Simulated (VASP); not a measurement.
# InF (zincblende type) (F-43m) in VASP: notebook, part 3 of 4

VASP 6.6.1.

## Step 4: Electric field gradients, PBE (volume scaled by 0.9405)

The input, INCAR:

```
PREC = Accurate
ENCUT = 520
EDIFF = 1E-8
ISMEAR = -1
SIGMA = 0.05
LREAL = F
LASPH = T
NELM = 60
ALGO = Normal
ISIF = 2
LWAVE = F
LCHARG = F
GGA = PE
LEFG = T
NBANDS = 17
```

The input, KPOINTS:

```
regular mesh
0
Gamma
  13 13 13
```

The input, POSCAR:

```
InF
1.0
    0.0000000000      2.9436742648      2.9436742648
    2.9436742648      0.0000000000      2.9436742648
    2.9436742648      2.9436742648      0.0000000000
In F
1 1
Direct
    0.0000000000      0.0000000000      0.0000000000
    0.2500000000      0.2500000000      0.2500000000
```

Potentials or basis: VASP PAW PBE potentials, release 64 (In_d, F).

On the command line:

```
$ cat potpaw_PBE.64/In_d/POTCAR potpaw_PBE.64/F/POTCAR > POTCAR
$ mpirun -np 1 vasp_std > vasp.out
```

OUTCAR:

```text
PREC = Accurate
   ENCUT = 520
   EDIFF = 1E-8
   ISMEAR = -1
   LREAL = F
   LASPH = T
   NELM = 60
   ISIF = 2
   GGA = PE

 ion  position               nearest neighbor table
   1  0.000  0.000  0.000-   2 2.55   2 2.55   2 2.55   2 2.55
   2  0.250  0.250  0.250-   1 2.55   1 2.55   1 2.55   1 2.55

  LATTYP: Found a face centered cubic cell.
 ALAT       =     5.8873485296

  Lattice vectors:

 A1 = (   0.0000000000,   2.9436742648,   2.9436742648)
 A2 = (   2.9436742648,   0.0000000000,   2.9436742648)
 A3 = (   2.9436742648,   2.9436742648,   0.0000000000)

Analysis of symmetry for initial positions (statically):
=====================================================================
 Subroutine PRICEL returns:
 Original cell was already a primitive cell.

 Routine SETGRP: Setting up the symmetry group for a
 face centered cubic supercell.

 Subroutine GETGRP returns: Found 24 space group operations
 (whereof 24 operations were pure point group operations)
 out of a pool of 48 trial point group operations.

The static configuration has the point symmetry T_d .

Analysis of symmetry for dynamics (positions and initial velocities):
=====================================================================
 Subroutine PRICEL returns:
 Original cell was already a primitive cell.

 Routine SETGRP: Setting up the symmetry group for a
 face centered cubic supercell.

 Subroutine GETGRP returns: Found 24 space group operations
 (whereof 24 operations were pure point group operations)
 out of a pool of 48 trial point group operations.

The dynamic configuration has the point symmetry T_d .

 Subroutine INISYM returns: Found 24 space group operations
 (whereof 24 operations are pure point group operations),
 and found     1 'primitive' translations

----------------------------------------------------------------------------------------

                                     Primitive cell

  volume of cell :      51.0152

  direct lattice vectors                    reciprocal lattice vectors
     0.000000000  2.943674265  2.943674265    -0.169855750  0.169855750  0.169855750
     2.943674265  0.000000000  2.943674265     0.169855750 -0.169855750  0.169855750
     2.943674265  2.943674265  0.000000000     0.169855750  0.169855750 -0.169855750

  length of vectors
     4.162984068  4.162984068  4.162984068     0.294198789  0.294198789  0.294198789

  position of ions in fractional coordinates (direct lattice)
     0.000000000  0.000000000  0.000000000
     0.250000000  0.250000000  0.250000000

  ion indices of the primitive-cell ions
   primitive index   ion index
                 1           1
                 2           2

----------------------------------------------------------------------------------------

 KPOINTS: regular mesh

Automatic generation of k-mesh.
 Grid dimensions read from file:
 generate k-points for:   13   13   13

[... 68 lines left out ...]
   NFREE  =      0    steps in history (QN), initial steepest desc. (CG)
   ISIF   =      2    stress and relaxation
   ISYM   =      2    0-nonsym 1-usesym 2-fastsym
   POTIM  = 0.5000    time-step for ionic-motion
   TEBEG  =    0.0;   TEEND  =   0.0 temperature during run
   PSTRESS=    0.0 pullay stress
   NELECT =      20.0000    total number of electrons
   NUPDOWN=      -1.0000    fix difference up-down
   EMIN   =  10.00;   EMAX   =-10.00  energy-range for DOS
   EFERMI =   0.00;   METHOD = LEGACY
   ISMEAR =    -1;   SIGMA  =   0.05  broadening in eV -4-tet -1-fermi 0-gaus
   EFERMI_NEDOS =   21; number of points for ismear=-14 and -15
   IALGO  =     38    algorithm
   IMIX   =      4    mixing-type and parameters
     AMIX     =   0.40;   BMIX     =  1.00
     AMIX_MAG =   1.60;   BMIX_MAG =  1.00
  volume/ion in A,a.u.               =      25.51       172.13
  Fermi-wavevector in a.u.,A,eV,Ry     =   1.198170  2.264213 19.532676  1.435611
  Thomas-Fermi vector in A             =   2.334066
   LORBIT       =      0    0 simple, 1 ext, 2 COOP (PROOUT), +10 PAW based schemes
   GGA     = PE    functional components
   LHFCALC =     F    Hartree Fock is set to
   AEXX    =    0.0000 exact exchange contribution
   IVDW    =     0    specifies the selected vdW correction
   LEPSILON=     F    determine dielectric tensor
   LRPA    =     F    only Hartree local field effects (RPA)
 non-spin polarized calculation
  energy-cutoff  :      520.00
  volume of cell :       51.02
 maximum number of plane-waves:      1392
   NGX = 15   NGY = 15   NGZ = 15

 number of electron      20.0000006 magnetization

 Free energy of the ion-electron system (eV)
  ---------------------------------------------------
  ext. energy  EPLUGINS =         0.00000000
  ---------------------------------------------------
  free energy    TOTEN  =        -7.42246747 eV

  energy without entropy =       -7.42246746  energy(sigma->0) =       -7.42246747

 E-fermi :   3.1116     XC(G=0):  -8.1262

 val. band max:        2.2435365702   @ k =  -0.4615   0.4615   0.0000
 cond. band min:       3.9043251439   @ k =  -0.4615   0.4615   0.0000
 fundamental gap:      1.6607885737
 Fermi energy:         3.1116374537

 k-point     1 :       0.0000    0.0000    0.0000
  band No.  band energies     occupation
      1     -20.1328      2.00000
      2     -11.2350      2.00000
      3     -11.2350      2.00000
      4     -11.2350      2.00000
      5     -11.1827      2.00000
      6     -11.1827      2.00000
[... 457 lines left out ...]
      4     -11.1783      2.00000
      5     -11.1609      2.00000
      6     -11.1377      2.00000
[... 9 lines left out ...]
     16      14.5321      0.00000
     17      15.8623      0.00000

 [... further k-points ...]

------------------------ aborting loop because EDIFF is reached ----------------------------------------

  FORCE on cell =-STRESS in cart. coord.  units (eV):
  Direction    XX          YY          ZZ          XY          YZ          ZX
  --------------------------------------------------------------------------------------
  -------------------------------------------------------------------------------------
  Total        0.4608051      0.4608051      0.4608051      0.0000000     -0.0000000     -0.0000000
  in kB       14.4720016     14.4720016     14.4720016      0.0000000     -0.0000000     -0.0000000
  external PRESSURE =      14.4720016 kB  Pullay stress =       0.0000000 kB

 VOLUME and BASIS-vectors are now :
 -----------------------------------------------------------------------------
  energy-cutoff  :      520.00
  volume of cell :       51.02
      direct lattice vectors                 reciprocal lattice vectors
     0.000000000  2.943674265  2.943674265    -0.169855750  0.169855750  0.169855750
     2.943674265  0.000000000  2.943674265     0.169855750 -0.169855750  0.169855750
     2.943674265  2.943674265  0.000000000     0.169855750  0.169855750 -0.169855750

 POSITION                                       TOTAL-FORCE (eV/Angst)
 -----------------------------------------------------------------------------------
      0.00000      0.00000      0.00000         0.000000      0.000000      0.000000
      1.47184      1.47184      1.47184        -0.000000     -0.000000     -0.000000
 -----------------------------------------------------------------------------------
    total drift:                               -0.000000     -0.000000     -0.000000

  FREE ENERGIE OF THE ION-ELECTRON SYSTEM (eV)
  ---------------------------------------------------
  free  energy   TOTEN  =        -7.4224674676 eV

  energy  without entropy=       -7.4224674641  energy(sigma->0) =       -7.42246747

 Electric field gradients (V/A^2)
---------------------------------------------------------------------
 ion       V_xx      V_yy      V_zz      V_xy      V_xz      V_yz
---------------------------------------------------------------------
   1       0.000    -0.000    -0.000     0.002     0.002     0.002
   2       0.000    -0.000     0.000     0.000     0.000     0.000
---------------------------------------------------------------------

 Electric field gradients after diagonalization (V/A^2)
 (convention: |V_zz| > |V_xx| > |V_yy|)
----------------------------------------------------------------------
 ion       V_xx      V_yy      V_zz     asymmetry (V_yy - V_xx)/ V_zz
----------------------------------------------------------------------
   1      -0.002    -0.002     0.004       0.000
   2      -0.000    -0.000     0.001       0.000
----------------------------------------------------------------------

           NMR quadrupolar parameters

 Cq : quadrupolar parameter    Cq=e*Q*V_zz/h
 eta: asymmetry parameters     (V_yy - V_xx)/ V_zz
 Q  : nuclear electric quadrupole moment in mb (millibarn)
----------------------------------------------------------------------
 ion       Cq(MHz)       eta       Q (mb)
----------------------------------------------------------------------
   1       0.000       0.000       1.000
   2       0.000       0.000       1.000
----------------------------------------------------------------------
```

OSZICAR:

```text
N       E                     dE             d eps       ncg     rms          rms(c)
DAV:   1     0.167362721564E+03    0.16736E+03   -0.10041E+04  2873   0.135E+03
DAV:   2     0.652377017182E+01   -0.16084E+03   -0.15261E+03  3011   0.347E+02
DAV:   3    -0.829129944249E+01   -0.14815E+02   -0.14739E+02  3383   0.108E+02
DAV:   4    -0.864027237518E+01   -0.34897E+00   -0.34875E+00  3473   0.175E+01
DAV:   5    -0.865507389494E+01   -0.14802E-01   -0.14801E-01  3871   0.332E+00    0.607E+00
DAV:   6    -0.747205316302E+01    0.11830E+01   -0.49187E+00  4366   0.181E+01    0.315E+00
DAV:   7    -0.744461336512E+01    0.27440E-01   -0.34247E-01  2932   0.354E+00    0.116E+00
DAV:   8    -0.742298401759E+01    0.21629E-01   -0.37215E-02  3188   0.176E+00    0.303E-01
DAV:   9    -0.742163431883E+01    0.13497E-02   -0.93682E-03  3698   0.767E-01    0.112E-01
DAV:  10    -0.742255374804E+01   -0.91943E-03   -0.22544E-03  3013   0.351E-01    0.933E-02
DAV:  11    -0.742245948694E+01    0.94261E-04   -0.65415E-04  3767   0.176E-01    0.380E-02
DAV:  12    -0.742246941825E+01   -0.99313E-05   -0.80396E-05  3254   0.843E-02    0.163E-02
DAV:  13    -0.742246772003E+01    0.16982E-05   -0.78810E-06  3599   0.238E-02    0.848E-03
DAV:  14    -0.742246750230E+01    0.21773E-06   -0.12837E-06  3034   0.676E-03    0.276E-03
DAV:  15    -0.742246745751E+01    0.44785E-07   -0.85982E-07  4381   0.697E-03    0.876E-04
DAV:  16    -0.742246747044E+01   -0.12933E-07   -0.97426E-08  3179   0.219E-03    0.603E-04
DAV:  17    -0.742246746759E+01    0.28581E-08   -0.52083E-09  2093   0.600E-04
   1 F= -.74224675E+01 E0= -.74224675E+01  d E =-.348230E-08
```

stdout:

```text
POSCAR found type information on POSCAR InF
 POSCAR found :  2 types and       2 ions
 scaLAPACK will be used
 LDA part: xc-table for (Slater+PW92), standard interpolation
 POSCAR, INCAR and KPOINTS ok, starting setup
 FFT: planning ... GRIDC
 FFT: planning ... GRID_SOFT
 FFT: planning ... GRID
 WAVECAR not read
 entering main loop
ion   1

ion   2
```

Run time: 2 min. Hardware: 1 thread of AMD EPYC 7R43 (Zen 3), shared host; peak memory 0.18 GiB.

What came out:

* Free energy: -7.4225 eV
* Pressure: 1.4 GPa
* Band gap on the k mesh: 1.66 eV, direct

Levels at points of the mesh, in eV from the valence-band top:
```csv
k point,band 7,band 8,band 9,band 10,band 11,band 12,band 13,band 14
"(0.00, 0.00, 0.00)",-4.07,-3.79,-3.79,-3.79,6.47,6.47,6.47,9.92
```

Caveat: without QUAD_EFG the Cq values of the log hold for a quadrupole moment of 1 mb, not for the nuclei; spin-orbit coupling is left out, which moves the levels of the heavy elements.

## Step 5: Electric field gradients, PBE (volume scaled by 0.97)

The input, INCAR:

```
SYSTEM = InF
PREC = Accurate
ENCUT = 520
EDIFF = 1E-8
ISMEAR = -1
SIGMA = 0.05
LREAL = .False.
LASPH = .True.
NELM = 80
ALGO = Normal
ISIF = 2
LWAVE = .False.
LCHARG = .False.
GGA = PE
LEFG = .True.
NBANDS = 17
```

The input, KPOINTS:

```
regular mesh
0
Gamma
  13 13 13
  0 0 0
```

The input, POSCAR:

```
InF
1.0
    0.0000000000      2.9741353515      2.9741353515
    2.9741353515      0.0000000000      2.9741353515
    2.9741353515      2.9741353515      0.0000000000
In F
1 1
Direct
    0.0000000000      0.0000000000      0.0000000000
    0.2500000000      0.2500000000      0.2500000000
```

Potentials or basis: VASP PAW PBE potentials, release 64 (In_d, F).

On the command line:

```
$ cat potpaw_PBE.64/In_d/POTCAR potpaw_PBE.64/F/POTCAR > POTCAR
$ mpirun -np 1 vasp_std > vasp.out
```

OUTCAR:

```text
SYSTEM = InF
   PREC = Accurate
   ENCUT = 520
   EDIFF = 1E-8
   ISMEAR = -1
   LREAL = .False.
   LASPH = .True.
   NELM = 80
   ISIF = 2
   GGA = PE

 ion  position               nearest neighbor table
   1  0.000  0.000  0.000-   2 2.58   2 2.58   2 2.58   2 2.58
   2  0.250  0.250  0.250-   1 2.58   1 2.58   1 2.58   1 2.58

  LATTYP: Found a face centered cubic cell.
 ALAT       =     5.9482707030

  Lattice vectors:

 A1 = (   0.0000000000,   2.9741353515,   2.9741353515)
 A2 = (   2.9741353515,   0.0000000000,   2.9741353515)
 A3 = (   2.9741353515,   2.9741353515,   0.0000000000)

Analysis of symmetry for initial positions (statically):
=====================================================================
 Subroutine PRICEL returns:
 Original cell was already a primitive cell.

 Routine SETGRP: Setting up the symmetry group for a
 face centered cubic supercell.

 Subroutine GETGRP returns: Found 24 space group operations
 (whereof 24 operations were pure point group operations)
 out of a pool of 48 trial point group operations.

The static configuration has the point symmetry T_d .

Analysis of symmetry for dynamics (positions and initial velocities):
=====================================================================
 Subroutine PRICEL returns:
 Original cell was already a primitive cell.

 Routine SETGRP: Setting up the symmetry group for a
 face centered cubic supercell.

 Subroutine GETGRP returns: Found 24 space group operations
 (whereof 24 operations were pure point group operations)
 out of a pool of 48 trial point group operations.

The dynamic configuration has the point symmetry T_d .

[... 149 lines left out ...]
 fundamental gap:      1.7927972628
 Fermi energy:         2.8514887641

 k-point     1 :       0.0000    0.0000    0.0000
  band No.  band energies     occupation
      1     -20.2163      2.00000
      2     -11.4690      2.00000
      3     -11.4690      2.00000
      4     -11.4690      2.00000
      5     -11.4248      2.00000
      6     -11.4248      2.00000
[... 457 lines left out ...]
      4     -11.4199      2.00000
      5     -11.4045      2.00000
      6     -11.3834      2.00000
[... 9 lines left out ...]
     16      14.1397      0.00000
     17      15.4367      0.00000

 [... further k-points ...]
[... 5 lines left out ...]
  --------------------------------------------------------------------------------------
  -------------------------------------------------------------------------------------
  Total        0.2011149      0.2011149      0.2011149     -0.0000000     -0.0000000      0.0000000
  in kB        6.1241067      6.1241067      6.1241067     -0.0000000     -0.0000000      0.0000000
  external PRESSURE =       6.1241067 kB  Pullay stress =       0.0000000 kB

 VOLUME and BASIS-vectors are now :
 -----------------------------------------------------------------------------
  energy-cutoff  :      520.00
  volume of cell :       52.62
      direct lattice vectors                 reciprocal lattice vectors
     0.000000000  2.974135352  2.974135352    -0.168116088  0.168116088  0.168116088
     2.974135352  0.000000000  2.974135352     0.168116088 -0.168116088  0.168116088
     2.974135352  2.974135352  0.000000000     0.168116088  0.168116088 -0.168116088

 POSITION                                       TOTAL-FORCE (eV/Angst)
 -----------------------------------------------------------------------------------
      0.00000      0.00000      0.00000         0.000000      0.000000      0.000000
      1.48707      1.48707      1.48707        -0.000000     -0.000000     -0.000000
 -----------------------------------------------------------------------------------
    total drift:                               -0.000000     -0.000000     -0.000000

  FREE ENERGIE OF THE ION-ELECTRON SYSTEM (eV)
  ---------------------------------------------------
  free  energy   TOTEN  =        -7.4342782657 eV

  energy  without entropy=       -7.4342782647  energy(sigma->0) =       -7.43427827

 Electric field gradients (V/A^2)
---------------------------------------------------------------------
 ion       V_xx      V_yy      V_zz      V_xy      V_xz      V_yz
---------------------------------------------------------------------
   1      -0.000     0.000    -0.000     0.002     0.002     0.002
   2      -0.000     0.000    -0.000     0.003     0.003     0.003
---------------------------------------------------------------------

 Electric field gradients after diagonalization (V/A^2)
 (convention: |V_zz| > |V_xx| > |V_yy|)
----------------------------------------------------------------------
 ion       V_xx      V_yy      V_zz     asymmetry (V_yy - V_xx)/ V_zz
----------------------------------------------------------------------
   1      -0.002    -0.002     0.003       0.000
   2      -0.003    -0.003     0.005       0.000
----------------------------------------------------------------------

           NMR quadrupolar parameters

 Cq : quadrupolar parameter    Cq=e*Q*V_zz/h
 eta: asymmetry parameters     (V_yy - V_xx)/ V_zz
 Q  : nuclear electric quadrupole moment in mb (millibarn)
----------------------------------------------------------------------
 ion       Cq(MHz)       eta       Q (mb)
----------------------------------------------------------------------
   1       0.000       0.000       1.000
   2       0.000       0.000       1.000
----------------------------------------------------------------------
```

Run time: 1.9 min. Hardware: 1 thread of AMD EPYC 7R43 (Zen 3), shared host; peak memory 0.18 GiB.

Results:

```yaml
Free_energy: -7.4343 eV
Pressure: 0.6 GPa
Band_gap_on_the_k_mesh: 1.79 eV, direct
```

Caveat: without QUAD_EFG the Cq values of the log hold for a quadrupole moment of 1 mb, not for the nuclei; spin-orbit coupling is left out, which moves the levels of the heavy elements. A k mesh can miss the band edges.

(Part 3 of 4 ends here.)
